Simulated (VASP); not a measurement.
Input of a VASP 6.6.1 run:

File INCAR:

```
PREC = Accurate
ENCUT = 600
EDIFF = 1E-7
ISMEAR = 1
SIGMA = 0.1
LREAL = F
LASPH = T
NELM = 60
ALGO = Normal
ISIF = 8
LWAVE = F
LCHARG = F
GGA = PE
IBRION = 2
NSW = 80
EDIFFG = -0.01
```

KPOINTS

```
regular mesh
0
Gamma
  8 8 8
```

The input POSCAR:

```
MgO
1.0
    4.2100000000      0.0000000000      0.0000000000
    0.0000000000      4.2100000000      0.0000000000
    0.0000000000      0.0000000000      4.2100000000
Mg O
4 4
Direct
    0.0000000000      0.0000000000      0.0000000000
    0.0000000000      0.5000000000      0.5000000000
    0.5000000000      0.0000000000      0.5000000000
    0.5000000000      0.5000000000      0.0000000000
    0.5000000000      0.0000000000      0.0000000000
    0.5000000000      0.5000000000      0.5000000000
    0.0000000000      0.0000000000      0.5000000000
    0.0000000000      0.5000000000      0.0000000000
```

Potentials or basis: VASP PAW PBE potentials, release 64 (Mg, O).

Launch:

```console
$ cat potpaw_PBE.64/Mg/POTCAR potpaw_PBE.64/O/POTCAR > POTCAR
$ mpirun -np 1 vasp_std > vasp.out
```

Question: Estimate the space group after relaxing (to 0.1 Å).

Answer: Fm-3m (No. 225).

Question: Estimate the relaxed cell.

Answer: a = 4.245 Å, b = 4.245 Å, c = 4.245 Å, α = 90.00°, β = 90.00°, γ = 90.00°.

Step by step:
| step | energy change (eV) | largest force (eV/Å) | pressure (GPa) | volume (Å³) |
| --- | --- | --- | --- | --- |
| 1 | 0.0000 | 0.0000 | 3.96 | 74.62 |
| 2 | -0.0201 | 0.0000 | -1.25 | 77.14 |
| 3 | -0.0226 | 0.0000 | 0.01 | 76.49 |
